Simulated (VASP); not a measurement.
# BP (F-43m) in VASP: relaxation of cell and atoms with LDA

Aim: the relaxation of cell and atoms of BP with LDA.

Program: VASP 6.6.1. These are calculated values, not measurements. Logs are shortened: lines on timing, memory, paths and dates and some standing lists are left out, and cuts for length are marked.

## Step 1: The cell of the first run

The structure is cubic, space group F-43m (No. 216). Conventional cell: a = 4.538 Å, b = 4.538 Å, c = 4.538 Å, α = 90.00°, β = 90.00°, γ = 90.00°. Within 2.6 Å of B (site symmetry -43m) lie 4 P at 1.97 Å. Within 2.6 Å of P (site symmetry -43m) lie 4 B at 1.97 Å.

## Step 2: Relaxation of cell and atoms, LDA

Input file INCAR:

```
SYSTEM = BP
ALGO = Normal ; EDIFF = 1E-6
EDIFFG = -0.002 ; ENCUT = 600
IBRION = 2 ; ISIF = 3
ISMEAR = -1 ; LASPH = .TRUE.
LCHARG = .FALSE. ; LREAL = .FALSE.
LWAVE = .FALSE. ; NELM = 100
NSW = 100 ; PREC = Accurate
SIGMA = 0.1
```

Input file KPOINTS:

```
k-points
0
G
  12 12 12
  0 0 0
```

Input file POSCAR:

```
BP
1.0
    2.2690000000      2.2690000000      0.0000000000
   -2.2690000000      2.2690000000      0.0000000000
    0.0000000000      2.2690000000      2.2690000000
B P
1 1
Direct
    0.0000000000      0.0000000000      0.0000000000
    0.7500000000      0.2500000000      0.5000000000
```

Potentials or basis: VASP PAW LDA potentials, release 64 (B, P).

Run with:

```console
$ cat potpaw_LDA.64/B/POTCAR potpaw_LDA.64/P/POTCAR > POTCAR
$ mpirun -np 1 vasp_std > vasp.out
```

OUTCAR:

```text
SYSTEM = BP
   EDIFF = 1E-6
   EDIFFG = -0.002
   ENCUT = 600
   IBRION = 2
   ISIF = 3
   ISMEAR = -1
   LASPH = .TRUE.
   LREAL = .FALSE.
   NELM = 100
   NSW = 100
   PREC = Accurate

 ion  position               nearest neighbor table
   1  0.000  0.000  0.000-   2 1.97   2 1.97   2 1.97   2 1.97
   2  0.750  0.250  0.500-   1 1.97   1 1.97   1 1.97   1 1.97

  LATTYP: Found a face centered cubic cell.
 ALAT       =     4.5380000000

  Lattice vectors:

 A1 = (   0.0000000000,   2.2690000000,   2.2690000000)
 A2 = (   2.2690000000,   0.0000000000,   2.2690000000)
 A3 = (   2.2690000000,   2.2690000000,   0.0000000000)

Analysis of symmetry for initial positions (statically):
=====================================================================
 Subroutine PRICEL returns:
 Original cell was already a primitive cell.

 Routine SETGRP: Setting up the symmetry group for a
 face centered cubic supercell.

 Subroutine GETGRP returns: Found 24 space group operations
 (whereof 24 operations were pure point group operations)
 out of a pool of 48 trial point group operations.

The static configuration has the point symmetry T_d .

Analysis of symmetry for dynamics (positions and initial velocities):
=====================================================================
 Subroutine PRICEL returns:
 Original cell was already a primitive cell.

 Routine SETGRP: Setting up the symmetry group for a
 face centered cubic supercell.

 Subroutine GETGRP returns: Found 24 space group operations
 (whereof 24 operations were pure point group operations)
 out of a pool of 48 trial point group operations.

The dynamic configuration has the point symmetry T_d .

 Subroutine INISYM returns: Found 24 space group operations
 (whereof 24 operations are pure point group operations),
 and found     1 'primitive' translations

----------------------------------------------------------------------------------------

                                     Primitive cell

  volume of cell :      23.3633

  direct lattice vectors                    reciprocal lattice vectors
     2.269000000  2.269000000  0.000000000     0.220361393  0.220361393 -0.220361393
    -2.269000000  2.269000000  0.000000000    -0.220361393  0.220361393 -0.220361393
     0.000000000  2.269000000  2.269000000     0.000000000  0.000000000  0.440722785

  length of vectors
     3.208850573  3.208850573  3.208850573     0.381677128  0.381677128  0.440722785

  position of ions in fractional coordinates (direct lattice)
     0.000000000  0.000000000  0.000000000
     0.750000000  0.250000000  0.500000000

  ion indices of the primitive-cell ions
   primitive index   ion index
                 1           1
                 2           2

----------------------------------------------------------------------------------------

 KPOINTS: k-points

Automatic generation of k-mesh.
 Grid dimensions read from file:
 generate k-points for:   12   12   12

 Generating k-lattice:

  Cartesian coordinates                     Fractional coordinates (reciprocal lattice)
     0.018363449  0.018363449 -0.018363449     0.083333333  0.000000000  0.000000000
    -0.018363449  0.018363449 -0.018363449     0.000000000  0.083333333  0.000000000
     0.000000000  0.000000000  0.036726899     0.000000000  0.000000000  0.083333333

  Length of vectors
     0.031806427  0.031806427  0.036726899

  Shift w.r.t. Gamma in fractional coordinates (k-lattice)
     0.000000000  0.000000000  0.000000000

 Subroutine IBZKPT returns following result:
 ===========================================

 Found     72 irreducible k-points:

 Following reciprocal coordinates:
            Coordinates               Weight
  0.000000  0.000000  0.000000      1.000000
  0.083333  0.000000  0.000000      8.000000
  0.166667  0.000000  0.000000      8.000000
  0.250000  0.000000  0.000000      8.000000
  0.333333  0.000000  0.000000      8.000000
  0.416667  0.000000  0.000000      8.000000
[... 16 lines left out ...]
  0.500000  0.166667  0.000000     24.000000
 -0.416667  0.166667  0.000000     24.000000
 [... further k-points ...]
   k-points           NKPTS =     72   k-points in BZ     NKDIM =     72   number of bands    NBANDS=      8
   number of dos      NEDOS =    301   number of ions     NIONS =      2
   total plane-waves  NPLWV =  21952
   dimension x,y,z NGX =    28 NGY =   28 NGZ =   28
   dimension x,y,z NGXF=    56 NGYF=   56 NGZF=   56
   ions per type =               1   1
   NGX,Y,Z   is equivalent  to a cutoff of  14.51, 14.51, 14.51 a.u.
   NGXF,Y,Z  is equivalent  to a cutoff of  29.01, 29.01, 29.01 a.u.
 SYSTEM =  BP
   PREC   = accura    normal or accurate (medium, high low for compatibility)
   ISTART =      0    job   : 0-new  1-cont  2-samecut
   ICHARG =      2    charge: 1-file 2-atom 10-const
   ISPIN  =      1    spin polarized calculation?
   LNONCOLLINEAR =      F non collinear calculations
   LSORBIT =      F    spin-orbit coupling
   LASPH  =      T    aspherical Exc in radial PAW
   ENCUT  =  600.0 eV  44.10 Ry    6.64 a.u.   6.41  6.41  6.41*2*pi/ulx,y,z
   NELM   =    100;   NELMIN=  2; NELMDL= -5     # of ELM steps
   EDIFF  = 0.1E-05   stopping-criterion for ELM
   LREAL  =      F    real-space projection
   EDIFFG = -.2E-02   stopping-criterion for IOM
   NSW    =    100    number of steps for IOM
   IBRION =      2    ionic relax: 0-MD 1-quasi-New 2-CG
   NFREE  =      1    steps in history (QN), initial steepest desc. (CG)
   ISIF   =      3    stress and relaxation
   ISYM   =      2    0-nonsym 1-usesym 2-fastsym
   POTIM  = 0.5000    time-step for ionic-motion
   TEBEG  =    0.0;   TEEND  =   0.0 temperature during run
   PSTRESS=    0.0 pullay stress
   NELECT =       8.0000    total number of electrons
   NUPDOWN=      -1.0000    fix difference up-down
   EMIN   =  10.00;   EMAX   =-10.00  energy-range for DOS
   EFERMI =   0.00;   METHOD = LEGACY
   ISMEAR =    -1;   SIGMA  =   0.10  broadening in eV -4-tet -1-fermi 0-gaus
   EFERMI_NEDOS =   21; number of points for ismear=-14 and -15
   IALGO  =     38    algorithm
   IMIX   =      4    mixing-type and parameters
     AMIX     =   0.40;   BMIX     =  1.00
     AMIX_MAG =   1.60;   BMIX_MAG =  1.00
  volume/ion in A,a.u.               =      11.68        78.83
  Fermi-wavevector in a.u.,A,eV,Ry     =   1.145320  2.164342 17.847562  1.311759
  Thomas-Fermi vector in A             =   2.282009
   LORBIT       =      0    0 simple, 1 ext, 2 COOP (PROOUT), +10 PAW based schemes
   GGA     = CA    functional components
   LHFCALC =     F    Hartree Fock is set to
   AEXX    =    0.0000 exact exchange contribution
   IVDW    =     0    specifies the selected vdW correction
   LEPSILON=     F    determine dielectric tensor
   LRPA    =     F    only Hartree local field effects (RPA)
 conjugate gradient relaxation of ions
 non-spin polarized calculation
  energy-cutoff  :      600.00
  volume of cell :       23.36
 maximum number of plane-waves:       797
 NGX is ok and might be reduce to    28
   NGX = 13   NGY = 13   NGZ = 13

--------------------------------------- Ionic step        1  -------------------------------------------

 number of electron       8.0000000 magnetization

 Free energy of the ion-electron system (eV)
  ---------------------------------------------------
  ext. energy  EPLUGINS =         0.00000000
  ---------------------------------------------------
  free energy    TOTEN  =       -14.38898485 eV

  energy without entropy =      -14.38894184  energy(sigma->0) =      -14.38896335

------------------------ aborting loop because EDIFF is reached ----------------------------------------

  FORCE on cell =-STRESS in cart. coord.  units (eV):
  Direction    XX          YY          ZZ          XY          YZ          ZX
  --------------------------------------------------------------------------------------
  -------------------------------------------------------------------------------------
  Total       -0.7755422     -0.7755422     -0.7755422      0.0000000     -0.0000000      0.0000000
  in kB      -53.1841901    -53.1841901    -53.1841901      0.0000000     -0.0000000      0.0000000
  external PRESSURE =     -53.1841901 kB  Pullay stress =       0.0000000 kB

 VOLUME and BASIS-vectors are now :
 -----------------------------------------------------------------------------
  energy-cutoff  :      600.00
  volume of cell :       23.36
      direct lattice vectors                 reciprocal lattice vectors
     2.269000000  2.269000000  0.000000000     0.220361393  0.220361393 -0.220361393
    -2.269000000  2.269000000  0.000000000    -0.220361393  0.220361393 -0.220361393
     0.000000000  2.269000000  2.269000000     0.000000000  0.000000000  0.440722785
[... 37 lines left out ...]
 POSITION                                       TOTAL-FORCE (eV/Angst)
 -----------------------------------------------------------------------------------
      2.22655      2.22655     -0.00000        -0.000000     -0.000000      0.000000
      1.11328      3.33983      1.11328         0.000000      0.000000     -0.000000
 -----------------------------------------------------------------------------------
    total drift:                                0.000000     -0.000000     -0.000000

  FREE ENERGIE OF THE ION-ELECTRON SYSTEM (eV)
  ---------------------------------------------------
  free  energy   TOTEN  =       -14.3940448658 eV

  energy  without entropy=      -14.3939873753  energy(sigma->0) =      -14.39401612

--------------------------------------- Ionic step        3  -------------------------------------------

 number of electron       8.0000001 magnetization

 Free energy of the ion-electron system (eV)
  ---------------------------------------------------
  ext. energy  EPLUGINS =         0.00000000
  ---------------------------------------------------
  free energy    TOTEN  =       -14.40158088 eV

  energy without entropy =      -14.40153036  energy(sigma->0) =      -14.40155562

 E-fermi :   8.3450     XC(G=0): -11.2209

 val. band max:        7.7923128579   @ k =   0.0000   0.0000   0.0000
 cond. band min:       8.9364034157   @ k =  -0.4167   0.4167   0.0000
 fundamental gap:      1.1440905578
 Fermi energy:         8.3449590098

 k-point     1 :       0.0000    0.0000    0.0000
  band No.  band energies     occupation
      1      -7.8828      2.00000
      2       7.7923      1.99207
      3       7.7923      1.99207
      4       7.7923      1.99207
      5      11.2224      0.00000
      6      11.2224      0.00000
      7      11.2224      0.00000
      8      15.6555      0.00000

 k-point     2 :       0.0833    0.0000    0.0000
  band No.  band energies     occupation
      1      -7.7544      2.00000
      2       6.8229      2.00000
      3       7.5733      1.99911
      4       7.5733      1.99911
      5      11.5251      0.00000
      6      11.5251      0.00000
      7      11.5897      0.00000
      8      15.9902      0.00000
[... 221 lines left out ...]
 k-point    23 :       0.5000    0.1667    0.0000
  band No.  band energies     occupation
      1      -4.2857      2.00000
      2      -0.7064      2.00000
      3       4.1565      2.00000
      4       5.1546      2.00000
      5      11.0425      0.00000
      6      14.2878      0.00000
      7      14.2961      0.00000
      8      16.8092      0.00000

 k-point    24 :      -0.4167    0.1667    0.0000
  band No.  band energies     occupation
      1      -5.1679      2.00000
      2       0.6657      2.00000
      3       4.6508      2.00000
      4       5.0747      2.00000
      5      10.9033      0.00000
      6      14.3574      0.00000
      7      14.6418      0.00000
      8      15.2053      0.00000

 [... further k-points ...]
[... 5 lines left out ...]
  --------------------------------------------------------------------------------------
  -------------------------------------------------------------------------------------
  Total       -0.0021277     -0.0021277     -0.0021277     -0.0000000     -0.0000000      0.0000000
  in kB       -0.1506708     -0.1506708     -0.1506708     -0.0000000     -0.0000000      0.0000000
  external PRESSURE =      -0.1506708 kB  Pullay stress =       0.0000000 kB

 VOLUME and BASIS-vectors are now :
 -----------------------------------------------------------------------------
  energy-cutoff  :      600.00
  volume of cell :       22.63
      direct lattice vectors                 reciprocal lattice vectors
     2.244855149  2.244855149 -0.000000000     0.222731520  0.222731520 -0.222731520
    -2.244855149  2.244855149 -0.000000000    -0.222731520  0.222731520 -0.222731520
     0.000000000  2.244855149  2.244855149    -0.000000000  0.000000000  0.445463040

 POSITION                                       TOTAL-FORCE (eV/Angst)
 -----------------------------------------------------------------------------------
      0.00000      2.24486      2.24486        -0.000000     -0.000000      0.000000
      1.12243      3.36728      1.12243         0.000000      0.000000      0.000000
 -----------------------------------------------------------------------------------
    total drift:                                0.000000      0.000000     -0.000000

  FREE ENERGIE OF THE ION-ELECTRON SYSTEM (eV)
  ---------------------------------------------------
  free  energy   TOTEN  =       -14.4015808804 eV

  energy  without entropy=      -14.4015303551  energy(sigma->0) =      -14.40155562

 reached required accuracy - stopping structural energy minimisation
```

Wall time 31 s (1 thread of Intel Xeon 6975P-C, shared host); peak memory 0.15 GiB.

Results:

| Quantity | Value |
| --- | --- |
| Free energy | -14.4016 eV |
| Relaxed volume | 11.31 Å³/atom |
| Relaxed cell | a = 3.175 Å, b = 3.175 Å, c = 3.175 Å, α = 60.00°, β = 60.00°, γ = 90.00° |
| Space group after relaxing (to 0.05 Å) | F-43m (No. 216) |
| Energy gained by relaxing | 6.3 meV/atom |
| Ionic steps | 3 |
| Pressure after relaxing | 0.0 GPa |
| Band gap on the k mesh | 1.14 eV, indirect (least direct gap 3.43 eV) |

Step by step:
```tsv
step	energy change (eV)	largest force (eV/Å)	pressure (GPa)	volume (Å³)
1	0.0000	0.0000	-5.32	23.36
2	-0.0051	0.0000	4.50	22.08
3	-0.0126	0.0000	-0.02	22.63
```

Final structure:
```
B P
1.0
     2.24486    2.24486    0.00000
    -2.24486    2.24486    0.00000
     0.00000    2.24486    2.24486
B P
1 1
Direct
  0.00000 0.00000 0.00000
  0.75000 0.25000 0.50000
```

Levels at points of the mesh, in eV from the valence-band top:
| k point | band 1 | band 2 | band 3 | band 4 | band 5 | band 6 | band 7 | band 8 |
| --- | --- | --- | --- | --- | --- | --- | --- | --- |
| (0.00, 0.00, 0.00) | -15.68 | 0.00 | 0.00 | 0.00 | 3.43 | 3.43 | 3.43 | 7.86 |
| (0.50, 0.00, 0.00) | -12.22 | -9.24 | -1.79 | -1.79 | 3.98 | 4.70 | 4.70 | 10.04 |
| (0.50, 0.50, 0.00) | -10.68 | -8.65 | -4.22 | -4.22 | 1.24 | 1.53 | 12.30 | 12.30 |
